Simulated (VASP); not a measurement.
Here is a VASP 6.6.1 calculation.

The input INCAR:

```
ALGO = Normal
EDIFF = 1E-7
EDIFFG = -0.01
ENCUT = 600
GGA = PE
IBRION = 2
ISIF = 3
ISMEAR = 0
LASPH = T
LCHARG = F
LREAL = F
LWAVE = F
NELM = 60
NSW = 100
PREC = Accurate
SIGMA = 0.1
```

Contents of KPOINTS:

```
k-points
0
Gamma
  18 18 18
```

The input POSCAR:

```
AlO2
1.0
    3.4752384686      0.0000000000      0.0000000000
   -1.7376192343      3.0096447980      0.0000000000
    0.0000000000      0.0000000000      2.6210091866
Al O
1 2
Direct
    0.0000000000      0.0000000000      0.0000000000
    0.3333333333      0.6666666667      0.5000000000
    0.6666666667      0.3333333333      0.5000000000
```

Potentials or basis: VASP PAW PBE potentials, release 64 (Al, O).

The run is started by

```sh
$ cat potpaw_PBE.64/Al/POTCAR potpaw_PBE.64/O/POTCAR > POTCAR
$ mpirun -np 1 vasp_std > vasp.out
```

**Question.** Estimate the band gap on the k mesh.

**Answer.** Zero (an odd number of electrons rules out a gap without spin polarisation).

Stress tensor (GPa, compression positive):
```
0.17 0.00 0.00
0.00 0.17 0.00
0.00 0.00 0.07
```

Caveat: the relaxation stopped at its first step, so nothing moved; an odd number of electrons without spin polarisation forces a metal; a magnetic or distorted state may lie lower.
